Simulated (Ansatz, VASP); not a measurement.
Rh: VASP beside Ansatz

Contents of POSCAR:

```
Rh
1.0
    0.0000000000      1.9008071574      1.9008071574
    1.9008071574      0.0000000000      1.9008071574
    1.9008071574      1.9008071574      0.0000000000
Rh
1
Direct
    0.0000000000      0.0000000000      0.0000000000
```

Contents of INCAR.step1:

```
SYSTEM = Rh
PREC = Accurate ; ENCUT = 680
ISMEAR = -1 ; SIGMA = 0.2
LREAL = .False. ; LASPH = .True.
NELM = 120 ; NBANDS = 14
GGA = PE ; ALGO = Normal
EDIFF = 1E-5 ; LWAVE = .True.
LCHARG = .False. ; GGA_COMPAT = .False.
```

File INCAR.step2:

```
SYSTEM = Rh
PREC = Accurate ; ENCUT = 680
EDIFF = 1E-6 ; ISMEAR = -1
SIGMA = 0.2 ; LREAL = .False.
LASPH = .True. ; NELM = 120
ALGO = Normal ; ISIF = 2
LWAVE = .False. ; LCHARG = .False.
METAGGA = R2SCAN ; LMIXTAU = .True.
NBANDS = 14 ; ISTART = 1
GGA_COMPAT = .False.
```

KPOINTS

```
Automatic mesh
0
Gamma
  14 14 14
  0 0 0
```

Input for Ansatz:

```yaml
crystal:
  lattice:
    - [0.0, 1.9008071574, 1.9008071574]
    - [1.9008071574, 0.0, 1.9008071574]
    - [1.9008071574, 1.9008071574, 0.0]
  atoms:
    - { symbol: Rh, position: [0.0, 0.0, 0.0] }
hamiltonian:
  xc: r2scan
  pseudopotentials:
    kind: paw
    azcp:
      Rh: "pseudopotentials/Rh.paw.azcp"
basis:
  ecutwfc: 500
  fft_grid_basis: typed
kpoints:
  mp_grid: { grid: [14, 14, 14], shift: [0, 0, 0] }
magnetization:
  spin_polarized: false
scf:
  occupations: { method: fermi_dirac, width: 0.2 }
  lower_state_search: "off"
output:
  stress: true
  write_density: true
  write_potential: true
  elf: true
  volumetric_format: npy
```

Alike in both runs: task single point; functional r2SCAN; k mesh 14 × 14 × 14; occupations fermi-dirac, width 0.2 eV; no spin polarisation.

|  | VASP | Ansatz |
| --- | --- | --- |
| version | VASP 6.6.1 | Ansatz 0.2.0 |
| potentials or method | VASP PAW PBE potentials, release 64 (Rh_sv_GW), cutoff 680 eV | plane waves (500 eV) with PAW, scalar-relativistic |
| valence electrons in the cell | 17 | 17 |

```tsv
	VASP	Ansatz	Ansatz less VASP
pressure (GPa)	1.4	1.3	-0.06
```

VASP's potentials were made for PBE, not for r2SCAN. The functional is the same, so the differences come from potentials, cutoffs and numerics.
